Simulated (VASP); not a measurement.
# Sb in VASP: a series of runs

Runs on Sb. Level: PBEsol. Tasks: single point.

Everything below comes from runs of VASP 6.6.1. Logs are shortened: lines on timing, memory, paths and dates and some standing lists are left out, and cuts for length are marked.

### Step 1. The cell of the first run

The typed cell holds 2 atoms: a = 4.507 Å, b = 4.507 Å, c = 4.507 Å, α = 57.11°, β = 57.11°, γ = 57.11°.

### Step 2. Single point, PBEsol (atoms moved at random)

The input, INCAR:

```
SYSTEM = Sb
PREC     = Accurate       ! precision mode
ENCUT    = 520            ! plane-wave cutoff, eV
EDIFF    = 1E-6           ! SCF threshold, eV
ISMEAR   = -1             ! smearing method
SIGMA    = 0.05           ! smearing width, eV
LREAL    = .False.        ! projectors in reciprocal space
LASPH    = .True.         ! aspherical terms in the spheres
NELM     = 80             ! most SCF steps
ALGO     = Normal         ! electronic algorithm
ISIF     = 2              ! what is computed and relaxed
LWAVE    = .False.        ! write WAVECAR
LCHARG   = .True.         ! write CHGCAR
GGA      = PS             ! functional
LELF     = .True.         ! ELF
LVHAR    = .True.       
NBANDS   = 12             ! bands
```

The input, KPOINTS:

```
Automatic mesh
0
Gamma
  8 8 8
  0 0 0
```

The input, POSCAR:

```
Sb
1.0
    2.1542000000      1.2437279499      3.7580000000
   -2.1542000000      1.2437279499      3.7580000000
    0.0000000000     -2.4874558998      3.7580000000
Sb
2
Direct
    0.7676430000      0.7550740000      0.7647910000
    0.2500380000      0.2274410000      0.2223170000
```

Potentials or basis: VASP PAW PBE potentials, release 64 (Sb).

Started as:

```bash
$ cat potpaw_PBE.64/Sb/POTCAR > POTCAR
$ mpirun -np 1 vasp_std > vasp.out
```

OUTCAR:

```text
SYSTEM = Sb
   PREC = Accurate
   ENCUT = 520
   EDIFF = 1E-6
   ISMEAR = -1
   LREAL = .False.
   LASPH = .True.
   NELM = 80
   ISIF = 2
   GGA = PS

 ion  position               nearest neighbor table
   1  0.768  0.755  0.765-   2 2.89   2 2.93   2 2.97   2 3.29   2 3.33   2 3.36
   2  0.250  0.227  0.222-   1 2.89   1 2.93   1 2.97   1 3.29   1 3.33   1 3.36

  LATTYP: Found a trigonal (rhomboedric) cell.
 ALAT       =     4.5066618304
 COS(alpha) =     0.5430253624

  Lattice vectors:

 A1 = (   2.1542000000,   1.2437279499,   3.7580000000)
 A2 = (  -2.1542000000,   1.2437279499,   3.7580000000)
 A3 = (   0.0000000000,  -2.4874558998,   3.7580000000)

Analysis of symmetry for initial positions (statically):
=====================================================================
 Subroutine PRICEL returns:
 Original cell was already a primitive cell.

 Routine SETGRP: Setting up the symmetry group for a
 trigonal (rhombohedral) supercell.

 Subroutine GETGRP returns: Found  2 space group operations
 (whereof  1 operations were pure point group operations)
 out of a pool of 12 trial point group operations.

The static configuration has the point symmetry C_1 .
 The point group associated with its full space group is S_2 .

Analysis of symmetry for dynamics (positions and initial velocities):
=====================================================================
 Subroutine PRICEL returns:
 Original cell was already a primitive cell.

 Routine SETGRP: Setting up the symmetry group for a
 trigonal (rhombohedral) supercell.

 Subroutine GETGRP returns: Found  2 space group operations
 (whereof  1 operations were pure point group operations)
 out of a pool of 12 trial point group operations.

The dynamic configuration has the point symmetry C_1 .
 The point group associated with its full space group is S_2 .

 Subroutine INISYM returns: Found  2 space group operations
 (whereof  1 operations are pure point group operations),
 and found     1 'primitive' translations

----------------------------------------------------------------------------------------

                                     Primitive cell

  volume of cell :      60.4115

  direct lattice vectors                    reciprocal lattice vectors
     2.154200000  1.243727950  3.758000000     0.232104726  0.134005726  0.088699663
    -2.154200000  1.243727950  3.758000000    -0.232104726  0.134005726  0.088699663
     0.000000000 -2.487455900  3.758000000     0.000000000 -0.268011452  0.088699663

  length of vectors
     4.506661830  4.506661830  4.506661830     0.282307932  0.282307932  0.282307932

  position of ions in fractional coordinates (direct lattice)
     0.767643000  0.755074000  0.764791000
     0.250038000  0.227441000  0.222317000

  ion indices of the primitive-cell ions
   primitive index   ion index
                 1           1
                 2           2

----------------------------------------------------------------------------------------

 KPOINTS: Automatic mesh

Automatic generation of k-mesh.
 Grid dimensions read from file:
 generate k-points for:    8    8    8

 Generating k-lattice:

  Cartesian coordinates                     Fractional coordinates (reciprocal lattice)
     0.029013091  0.016750716  0.011087458     0.125000000  0.000000000  0.000000000
    -0.029013091  0.016750716  0.011087458     0.000000000  0.125000000  0.000000000
     0.000000000 -0.033501431  0.011087458     0.000000000  0.000000000  0.125000000

  Length of vectors
     0.035288491  0.035288491  0.035288491

  Shift w.r.t. Gamma in fractional coordinates (k-lattice)
     0.000000000  0.000000000  0.000000000

 Subroutine IBZKPT returns following result:
 ===========================================

 Found    260 irreducible k-points:

 Following reciprocal coordinates:
            Coordinates               Weight
  0.000000  0.000000  0.000000      1.000000
  0.125000 -0.000000  0.000000      2.000000
 -0.000000  0.125000  0.000000      2.000000
  0.000000  0.000000  0.125000      2.000000
  0.250000 -0.000000  0.000000      2.000000
 -0.000000  0.250000  0.000000      2.000000
[... 16 lines left out ...]
  0.375000  0.125000  0.000000      2.000000
 -0.375000  0.000000 -0.125000      2.000000
 [... further k-points ...]
   k-points           NKPTS =    260   k-points in BZ     NKDIM =    260   number of bands    NBANDS=     12
   number of dos      NEDOS =    301   number of ions     NIONS =      2
   total plane-waves  NPLWV =  46656
   dimension x,y,z NGX =    36 NGY =   36 NGZ =   36
   dimension x,y,z NGXF=    72 NGYF=   72 NGZF=   72
   ions per type =               2
   NGX,Y,Z   is equivalent  to a cutoff of  13.28, 13.28, 13.28 a.u.
   NGXF,Y,Z  is equivalent  to a cutoff of  26.56, 26.56, 26.56 a.u.
 SYSTEM =  Sb
   PREC   = accura    normal or accurate (medium, high low for compatibility)
   ISTART =      0    job   : 0-new  1-cont  2-samecut
   ICHARG =      2    charge: 1-file 2-atom 10-const
   ISPIN  =      1    spin polarized calculation?
   LNONCOLLINEAR =      F non collinear calculations
   LSORBIT =      F    spin-orbit coupling
   LASPH  =      T    aspherical Exc in radial PAW
   ENCUT  =  520.0 eV  38.22 Ry    6.18 a.u.   8.38  8.38  8.38*2*pi/ulx,y,z
   NELM   =     80;   NELMIN=  2; NELMDL= -5     # of ELM steps
   EDIFF  = 0.1E-05   stopping-criterion for ELM
   LREAL  =      F    real-space projection
[... 7 lines left out ...]
   TEBEG  =    0.0;   TEEND  =   0.0 temperature during run
   PSTRESS=    0.0 pullay stress
   NELECT =      10.0000    total number of electrons
   NUPDOWN=      -1.0000    fix difference up-down
   EMIN   =  10.00;   EMAX   =-10.00  energy-range for DOS
   EFERMI =   0.00;   METHOD = LEGACY
   ISMEAR =    -1;   SIGMA  =   0.05  broadening in eV -4-tet -1-fermi 0-gaus
   EFERMI_NEDOS =   21; number of points for ismear=-14 and -15
   IALGO  =     38    algorithm
   IMIX   =      4    mixing-type and parameters
     AMIX     =   0.40;   BMIX     =  1.00
     AMIX_MAG =   1.60;   BMIX_MAG =  1.00
  volume/ion in A,a.u.               =      30.21       203.84
  Fermi-wavevector in a.u.,A,eV,Ry     =   0.898880  1.698637 10.993305  0.807985
  Thomas-Fermi vector in A             =   2.021644
   LORBIT       =      0    0 simple, 1 ext, 2 COOP (PROOUT), +10 PAW based schemes
   GGA     = PS    functional components
   LHFCALC =     F    Hartree Fock is set to
   AEXX    =    0.0000 exact exchange contribution
   IVDW    =     0    specifies the selected vdW correction
   LEPSILON=     F    determine dielectric tensor
   LRPA    =     F    only Hartree local field effects (RPA)
 non-spin polarized calculation
  energy-cutoff  :      520.00
  volume of cell :       60.41
 maximum number of plane-waves:      1638
 NGX is ok and might be reduce to    36
   NGX = 17   NGY = 17   NGZ = 17

 number of electron      10.0000000 magnetization

 Free energy of the ion-electron system (eV)
  ---------------------------------------------------
  ext. energy  EPLUGINS =         0.00000000
  ---------------------------------------------------
  free energy    TOTEN  =        -9.11874455 eV

  energy without entropy =       -9.11542946  energy(sigma->0) =       -9.11708701

 E-fermi :   7.1646     XC(G=0):  -9.6713

 val. band max:        7.1483058577   @ k =   0.2500   0.3750   0.2500
 cond. band min:       7.1646446919   @ k =   0.2500   0.2500   0.3750
 fundamental gap:      0.0163388342
 Fermi energy:         7.1646183329

 k-point     1 :       0.0000    0.0000    0.0000
  band No.  band energies     occupation
      1      -5.5739      2.00000
      2       2.2944      2.00000
      3       5.0014      2.00000
      4       5.3215      2.00000
      5       5.4551      2.00000
      6       9.3398      0.00000
      7       9.7393      0.00000
      8       9.9779      0.00000
      9      12.0733      0.00000
     10      12.1830      0.00000
     11      12.2445      0.00000
     12      13.6340      0.00000

 k-point     2 :       0.1250   -0.0000    0.0000
  band No.  band energies     occupation
      1      -5.4003      2.00000
      2       1.5719      2.00000
      3       5.0386      2.00000
      4       5.3979      2.00000
      5       5.6272      2.00000
      6       9.1803      0.00000
      7       9.3494      0.00000
      8       9.4562      0.00000
      9      11.6131      0.00000
     10      12.0015      0.00000
     11      12.3194      0.00000
     12      14.7784      0.00000

 k-point     3 :      -0.0000    0.1250    0.0000
  band No.  band energies     occupation
      1      -5.4011      2.00000
      2       1.5773      2.00000
      3       5.0653      2.00000
      4       5.3472      2.00000
      5       5.6472      2.00000
      6       9.1546      0.00000
      7       9.3481      0.00000
      8       9.4658      0.00000
      9      11.6379      0.00000
     10      12.0140      0.00000
     11      12.3031      0.00000
     12      14.7735      0.00000
[... 286 lines left out ...]
 k-point    23 :       0.3750    0.1250    0.0000
  band No.  band energies     occupation
      1      -4.2532      2.00000
      2      -0.8653      2.00000
      3       4.2709      2.00000
      4       4.7065      2.00000
      5       5.7086      2.00000
      6       8.3223      0.00000
      7       8.8945      0.00000
      8       9.2025      0.00000
      9      11.7576      0.00000
     10      14.1031      0.00000
     11      15.0559      0.00000
     12      16.7648      0.00000

 k-point    24 :      -0.3750    0.0000   -0.1250
  band No.  band energies     occupation
      1      -4.2443      2.00000
      2      -0.8893      2.00000
      3       4.2919      2.00000
      4       4.7181      2.00000
      5       5.6870      2.00000
      6       8.3595      0.00000
      7       8.9084      0.00000
      8       9.1469      0.00000
      9      11.8033      0.00000
     10      14.1152      0.00000
     11      14.9926      0.00000
     12      16.7576      0.00000

 [... further k-points ...]

------------------------ aborting loop because EDIFF is reached ----------------------------------------

  FORCE on cell =-STRESS in cart. coord.  units (eV):
  Direction    XX          YY          ZZ          XY          YZ          ZX
  --------------------------------------------------------------------------------------
  -------------------------------------------------------------------------------------
  Total        0.0143319     -0.0644825     -0.3358865      0.0493115     -0.1774948     -0.0919322
  in kB        0.3800963     -1.7101441     -8.9080714      1.3077949     -4.7073530     -2.4381421
  external PRESSURE =      -3.4127064 kB  Pullay stress =       0.0000000 kB

 VOLUME and BASIS-vectors are now :
 -----------------------------------------------------------------------------
  energy-cutoff  :      520.00
  volume of cell :       60.41
      direct lattice vectors                 reciprocal lattice vectors
     2.154200000  1.243727950  3.758000000     0.232104726  0.134005726  0.088699663
    -2.154200000  1.243727950  3.758000000    -0.232104726  0.134005726  0.088699663
     0.000000000 -2.487455900  3.758000000     0.000000000 -0.268011452  0.088699663

 POSITION                                       TOTAL-FORCE (eV/Angst)
 -----------------------------------------------------------------------------------
      0.02708     -0.00854      8.59646         0.051542      0.090664      0.017814
      0.04868      0.04085      2.62983        -0.051542     -0.090664     -0.017814
 -----------------------------------------------------------------------------------
    total drift:                               -0.000000      0.000000      0.000000

  FREE ENERGIE OF THE ION-ELECTRON SYSTEM (eV)
  ---------------------------------------------------
  free  energy   TOTEN  =        -9.1187445522 eV

  energy  without entropy=       -9.1154294609  energy(sigma->0) =       -9.11708701
```

Run time: 87 s. Hardware: 1 thread of AMD EPYC 9R45 (Zen 5), shared host; peak memory 0.28 GiB.

Results:

```yaml
Free_energy: -9.1187 eV
Pressure: -0.3 GPa
Largest_force: 0.106 eV/Å
Band_gap_on_the_k_mesh: zero (bands 5 and 6 overlap by 0.43 eV)
```

Forces on the atoms (eV/Å):
```
Sb   0.052  0.091  0.018
Sb  -0.052 -0.091 -0.018
```

Caveat: the cell differs from its parent crystal (atoms moved at random); the PAW data sets were made with another functional, which shifts forces and pressure a little; spin-orbit coupling is left out, which moves the levels of the heavy elements.

(Continued in part 2 of 2.)
